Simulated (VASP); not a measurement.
Runs of VASP 6.6.1 on AlRu. The structure is that of space group Pm-3m (No. 221), or close to it. The cells are those of the table. 

| task | cell | k mesh | cutoff (eV) | gap on the mesh (eV) | pressure (GPa) |
| --- | --- | --- | --- | --- | --- |
| single point | a = 3.004 Å, 2 atoms | 18 × 18 × 18 | 520 | none | -0.2 |
| single point | a = 2.959, b = 2.959, c = 3.046 Å, 2 atoms | 18 × 18 × 18 | 520 | none | 3.4 |
| single point | a = 2.869, b = 2.869, c = 3.085 Å, 2 atoms | 18 × 18 × 18 | 520 | none | (a) |
| single point | a = 2.959, b = 2.959, c = 3.031 Å, 2 atoms | 18 × 18 × 18 | 520 | none | 4.5 |
| relaxation of cell and atoms | relaxed from a = 2.982 Å, 2 atoms | 14 × 14 × 14 | 600 | none | 0.0 |

Alike in all rows: level PBE; potentials or basis VASP PAW PBE potentials, release 64 (Al, Ru_pv); no spin polarisation; smearing gaussian 0.1 eV.

Problem. Estimate the missing entries.

Solution. (a) 16.0.

A k mesh can miss the band edges, and the runs leave out spin-orbit coupling on Ru.

A gap of «none» marks levels without a gap at the run's occupations.
